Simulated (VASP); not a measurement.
# Be (Pm-3m) in VASP: further runs, part 2 of 2

VASP 6.6.1. The steps go on from the part before.

### Step 3. Relaxation of cell and atoms, PBEsol

This run uses another cell than the first one, of 10.03 Å³/atom.

Contents of INCAR:

```
PREC = Accurate
ENCUT = 600
EDIFF = 1E-7
ISMEAR = 0
SIGMA = 0.1
LREAL = False
LASPH = True
NELM = 100
ALGO = Normal
ISIF = 3
LWAVE = False
LCHARG = False
GGA = PS
IBRION = 2
NSW = 100
EDIFFG = -0.01
```

Contents of KPOINTS:

```
Automatic mesh
0
Gamma
  26 26 26
```

Contents of POSCAR:

```
Be
1.0
    2.1564774010      0.0000000000      0.0000000000
    0.0000000000      2.1564774010      0.0000000000
    0.0000000000      0.0000000000      2.1564774010
Be
1
Direct
    0.0000000000      0.0000000000      0.0000000000
```

Potentials or basis: VASP PAW PBE potentials, release 64 (Be).

The run is started by

```sh
> cat potpaw_PBE.64/Be/POTCAR > POTCAR
> mpirun -np 1 vasp_std > vasp.out
```

OUTCAR:

```text
PREC = Accurate
   ENCUT = 600
   EDIFF = 1E-7
   ISMEAR = 0
   LREAL = False
   LASPH = True
   NELM = 100
   ISIF = 3
   GGA = PS
   IBRION = 2
   NSW = 100
   EDIFFG = -0.01

 ion  position               nearest neighbor table
   1  0.000  0.000  0.000-

  LATTYP: Found a simple cubic cell.
 ALAT       =     2.1564774010

  Lattice vectors:

 A1 = (   2.1564774010,   0.0000000000,   0.0000000000)
 A2 = (   0.0000000000,   2.1564774010,   0.0000000000)
 A3 = (   0.0000000000,   0.0000000000,   2.1564774010)

Analysis of symmetry for initial positions (statically):
=====================================================================
 Subroutine PRICEL returns:
 Original cell was already a primitive cell.

 Routine SETGRP: Setting up the symmetry group for a
 simple cubic supercell.

 Subroutine GETGRP returns: Found 48 space group operations
 (whereof 48 operations were pure point group operations)
 out of a pool of 48 trial point group operations.
[... 162 lines left out ...]

  energy without entropy =       -2.97612710  energy(sigma->0) =       -2.97708244

------------------------ aborting loop because EDIFF is reached ----------------------------------------

  FORCE on cell =-STRESS in cart. coord.  units (eV):
  Direction    XX          YY          ZZ          XY          YZ          ZX
  --------------------------------------------------------------------------------------
  -------------------------------------------------------------------------------------
  Total        0.0854297      0.0854297      0.0854297      0.0000000      0.0000000     -0.0000000
  in kB       13.6485003     13.6485003     13.6485003      0.0000000      0.0000000     -0.0000000
  external PRESSURE =      13.6485003 kB  Pullay stress =       0.0000000 kB
[... 57 lines left out ...]
--------------------------------------- Ionic step        3  -------------------------------------------

 number of electron       2.0000000 magnetization

 Free energy of the ion-electron system (eV)
  ---------------------------------------------------
  ext. energy  EPLUGINS =         0.00000000
  ---------------------------------------------------
  free energy    TOTEN  =        -2.97877275 eV

  energy without entropy =       -2.97684133  energy(sigma->0) =       -2.97780704

 E-fermi :   4.8245     XC(G=0):  -9.7852

 val. band max:        4.8039039540   @ k =   0.5000   0.4231   0.0000
 cond. band min:       4.8264080527   @ k =   0.4231   0.1923   0.0000
 fundamental gap:      0.0225040987
 Fermi energy:         4.8245361186

 k-point     1 :       0.0000    0.0000    0.0000
  band No.  band energies     occupation
      1      -4.8915      2.00000
      2      18.4143      0.00000
      3      18.4143      0.00000
      4      18.4143      0.00000
      5      24.0855      0.00000
[... 177 lines left out ...]
 k-point    24 :       0.3846    0.0385    0.0000
  band No.  band energies     occupation
      1      -1.3118      2.00000
      2       5.2489      0.00000
      3      21.0405      0.00000
      4      21.4458      0.00000
      5      28.7385      0.00000

 [... further k-points ...]
[... 5 lines left out ...]
  --------------------------------------------------------------------------------------
  -------------------------------------------------------------------------------------
  Total       -0.0011000     -0.0011000     -0.0011000     -0.0000000      0.0000000     -0.0000000
  in kB       -0.1726786     -0.1726786     -0.1726786     -0.0000000      0.0000000     -0.0000000
  external PRESSURE =      -0.1726786 kB  Pullay stress =       0.0000000 kB
[... 16 lines left out ...]
  FREE ENERGIE OF THE ION-ELECTRON SYSTEM (eV)
  ---------------------------------------------------
  free  energy   TOTEN  =        -2.9787727464 eV

  energy  without entropy=       -2.9768413289  energy(sigma->0) =       -2.97780704

 reached required accuracy - stopping structural energy minimisation
```

It took 58 s on 1 thread of Intel Xeon 8259CL, shared host; peak memory 0.14 GiB.

Results:

```
Free energy                           : -2.9788 eV
Relaxed volume                        : 10.21 Å³/atom
Relaxed cell                          : a = 2.169 Å, b = 2.169 Å, c = 2.169 Å, α = 90.00°, β = 90.00°, γ = 90.00°
Space group after relaxing (to 0.1 Å) : Pm-3m (No. 221)
Energy gained by relaxing             : 0.7 meV/atom
Ionic steps                           : 3
Pressure after relaxing               : 0.0 GPa
Band gap on the k mesh                : zero (bands 1 and 2 overlap by 7.15 eV)
```

Step by step:
| step | energy change (eV) | largest force (eV/Å) | pressure (GPa) | volume (Å³) |
| --- | --- | --- | --- | --- |
| 1 | 0.0000 | 0.0000 | 1.36 | 10.03 |
| 2 | -0.0007 | 0.0000 | 0.39 | 10.15 |
| 3 | -0.0007 | 0.0000 | -0.02 | 10.21 |

Final structure:
```cif
data_structure
_symmetry_space_group_name_H-M 'P 1'
_symmetry_Int_Tables_number 1
_cell_length_a 2.1692
_cell_length_b 2.1692
_cell_length_c 2.1692
_cell_angle_alpha 90.000
_cell_angle_beta 90.000
_cell_angle_gamma 90.000
_cell_volume 10.21
loop_
_atom_site_label
_atom_site_type_symbol
_atom_site_fract_x
_atom_site_fract_y
_atom_site_fract_z
_atom_site_occupancy
Be1 Be 0.00000 0.00000 0.00000 1
```

Levels at points of the mesh, in eV from the Fermi level:
```tsv
k point	band 1	band 2	band 3	band 4	band 5
(0.00, 0.00, 0.00)	-9.72	13.59	13.59	13.59	19.26
(0.50, 0.00, 0.00)	-4.70	-1.76	17.28	17.28	24.77
(0.50, 0.50, 0.00)	0.67	0.67	6.63	7.23	20.32
(0.50, 0.50, 0.50)	5.39	5.39	5.39	13.24	13.24
```

Caveat: the PAW data sets were made with another functional, which shifts forces and pressure a little.
